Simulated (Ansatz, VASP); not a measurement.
**BN: VASP beside Ansatz**

File POSCAR:

```
BN
1.0
    0.0000000000      1.8409219743      1.8409219743
    1.8409219743      0.0000000000      1.8409219743
    1.8409219743      1.8409219743      0.0000000000
B N
1 1
Direct
    0.0000000000      0.0000000000      0.0000000000
    0.2500000000      0.2500000000      0.2500000000
```

Contents of INCAR.step1:

```
SYSTEM = BN
  ALGO = Normal
  EDIFF = 1E-5
  ENCUT = 520
  GGA = PE
  ISIF = 2
  ISMEAR = 0
  LASPH = .True.
  LCHARG = .False.
  LREAL = .False.
  LWAVE = .True.
  NBANDS = 11
  NELM = 80
  PREC = Accurate
  SIGMA = 0.01
```

Contents of INCAR.step2:

```
SYSTEM = BN
  ALGO = Normal
  EDIFF = 1E-7
  ENCUT = 520
  GGA = PE
  HFSCREEN = 0.2079
  ISIF = 2
  ISMEAR = 0
  ISTART = 1
  LASPH = .True.
  LCHARG = .False.
  LHFCALC = .True.
  LREAL = .False.
  LWAVE = .False.
  NBANDS = 11
  NELM = 80
  PREC = Accurate
  PRECFOCK = Normal
  SIGMA = 0.01
```

Contents of KPOINTS:

```
k-points
0
Gamma
  8 8 8
  0 0 0
```

Input for Ansatz:

```yaml
crystal:
  lattice:
    - [0.0, 1.8409219743, 1.8409219743]
    - [1.8409219743, 0.0, 1.8409219743]
    - [1.8409219743, 1.8409219743, 0.0]
  atoms:
    - { symbol: B, position: [0.0, 0.0, 0.0] }
    - { symbol: "N", position: [0.25, 0.25, 0.25] }
kpoints:
  mp_grid: { grid: [8, 8, 8] }
  band_path:
    path:
      - [0.0, 0.0, 0.0]
      - [-0.5, -0.5, 0.0]
      - [-0.375, -0.375, 0.25]
      - [-0.375, 0.0, 0.375]
      - [0.0, 0.0, 0.5]
      - [-0.5, -0.25, 0.25]
      - [0.0, 0.5, 0.5]
    npoints: 1
hamiltonian:
  xc: hse06
scf:
  occupations: { method: fixed }
  n_extra_bands: 4
output:
  forces: true
  stress: true
  eigenvalues: true
```

Change from the starting cell: hydrostatic strain +2.0%.

Alike in both runs: task single point; functional HSE06; k mesh 8 × 8 × 8; no spin polarisation.

|  | VASP | Ansatz |
| --- | --- | --- |
| version | VASP 6.6.1 | Ansatz 0.2.0 |
| potentials or method | VASP PAW PBE potentials, release 64 (B, N) | plane waves, PAW |
| plane-wave cutoff (eV) | 520 | 420 |
| occupations | gaussian, width 0.01 eV | fixed |
| valence electrons in the cell | 8 | 8 |

Ansatz gave:

```
gap on the k mesh at the Fermi level (eV) : 5.71
pressure (GPa)                            : -25.1
```

Problem. Estimate VASP's values.

Solution. gap on the k mesh at the Fermi level (eV): 5.70; pressure (GPa): -24.8.

Ansatz's warnings: stress exchange threshold loose, stress scf threshold loose.
